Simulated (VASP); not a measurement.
Set up this calculation in VASP 6.6.1, as the native input.

```yaml
Task: single point
Functional: PBEsol
Potentials_or_basis: VASP PAW PBE potentials, release 64 (Hf_pv, O)
Cutoff: 520 eV
k_mesh: 7 × 7 × 7
Occupations: fermi-dirac, width 0.02 eV
Spin: no spin polarisation
Dipole_correction: no
Further_INCAR_settings: ALGO = Normal; EDIFF = 1e-06; NBANDS = 18
```

The structure of HfO2 lies in POSCAR:

```
HfO2
1.0
    0.0000000000      2.5217859612      2.5217859612
    2.5217859612      0.0000000000      2.5217859612
    2.5217859612      2.5217859612      0.0000000000
Hf O
1 2
Direct
    0.0000000000      0.0000000000      0.0000000000
    0.2500000000      0.2500000000      0.2500000000
    0.7500000000      0.7500000000      0.7500000000
```

One way to write it, as run:

INCAR

```
SYSTEM = HfO2
PREC = Accurate ; ENCUT = 520
EDIFF = 1E-6 ; ISMEAR = -1
SIGMA = 0.02 ; LREAL = .FALSE.
LASPH = .TRUE. ; NELM = 100
ALGO = Normal ; ISIF = 2
LWAVE = .FALSE. ; LCHARG = .FALSE.
GGA = PS ; NBANDS = 18
```

KPOINTS

```
regular mesh
0
G
  7 7 7
  0 0 0
```

Potentials or basis: VASP PAW PBE potentials, release 64 (Hf_pv, O).

Launch:

```console
$ cat potpaw_PBE.64/Hf_pv/POTCAR potpaw_PBE.64/O/POTCAR > POTCAR
$ mpirun -np 1 vasp_std > vasp.out
```

It gave:

- Pressure: -3.7 GPa
- Band gap on the k mesh: 3.91 eV, indirect (least direct gap 4.09 eV)

Caveat: the PAW data sets were made with another functional, which shifts forces and pressure a little; spin-orbit coupling is left out, which moves the levels of the heavy elements.

Run time: 17 s on 1 thread of Intel Xeon 8259CL, on a shared host, peak memory 0.16 GiB.
